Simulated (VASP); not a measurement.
Write the native input for VASP 6.6.1 that does the following.

| Quantity | Value |
| --- | --- |
| Task | single point |
| Functional | BLYP |
| Potentials or basis | VASP PAW PBE potentials, release 64 (La, O) |
| Cutoff | 520 eV |
| k mesh | 6 × 6 × 6 |
| Occupations | gaussian, width 0.01 eV |
| Spin | no spin polarisation |
| Dipole correction | no |
| Further INCAR settings | ALGO = Normal; EDIFF = 1e-06; NBANDS = 28 |

The structure of La2O3 lies in POSCAR:

```
La2O3
1.0
    6.2667800000      0.0000000000      0.0000000000
   -3.1333900000      5.4271900000      0.0000000000
    0.0000000000      0.0000000000      3.2997700000
La O
2 3
Direct
    0.3333333333      0.6666666667      0.5000000000
    0.6666666667      0.3333333333      0.5000000000
    0.4919900000      0.4919900000      0.0000000000
    0.0000000000      0.5080100000      0.0000000000
    0.5080100000      0.0000000000      0.0000000000
```

The input as run:

INCAR

```
SYSTEM = La2O3
AGGAC    = 1.0          
AGGAX    = 1.0          
ALDAC    = 0.0          
ALDAX    = 1.0          
ALGO     = Normal         ! electronic algorithm
EDIFF    = 1E-6           ! SCF threshold, eV
ENCUT    = 520            ! plane-wave cutoff, eV
GGA      = B5             ! functional
ISIF     = 2              ! what is computed and relaxed
ISMEAR   = 0              ! smearing method
LASPH    = .TRUE.         ! aspherical terms in the spheres
LCHARG   = .FALSE.        ! write CHGCAR
LREAL    = .FALSE.        ! projectors in reciprocal space
LWAVE    = .FALSE.        ! write WAVECAR
NBANDS   = 28             ! bands
NELM     = 100            ! most SCF steps
PREC     = Accurate       ! precision mode
SIGMA    = 0.01           ! smearing width, eV
```

KPOINTS

```
k-points
0
G
  6 6 6
  0 0 0
```

Potentials or basis: VASP PAW PBE potentials, release 64 (La, O).

Command:

```sh
$ cat potpaw_PBE.64/La/POTCAR potpaw_PBE.64/O/POTCAR > POTCAR
$ mpirun -np 1 vasp_std > vasp.out
```

Results of the run:

- Pressure: 5.3 GPa
- Largest force: 0.034 eV/Å
- Band gap on the k mesh: 1.64 eV (least direct gap 2.15 eV)

Caveat: the cell stands under pressure; the PAW data sets were made with another functional, which shifts forces and pressure a little; spin-orbit coupling is left out, which moves the levels of the heavy elements.

Wall time 4.2 min on 1 thread of AMD EPYC 7R43 64-Core Processor (Zen 3) (shared host), peak memory 0.24 GiB.
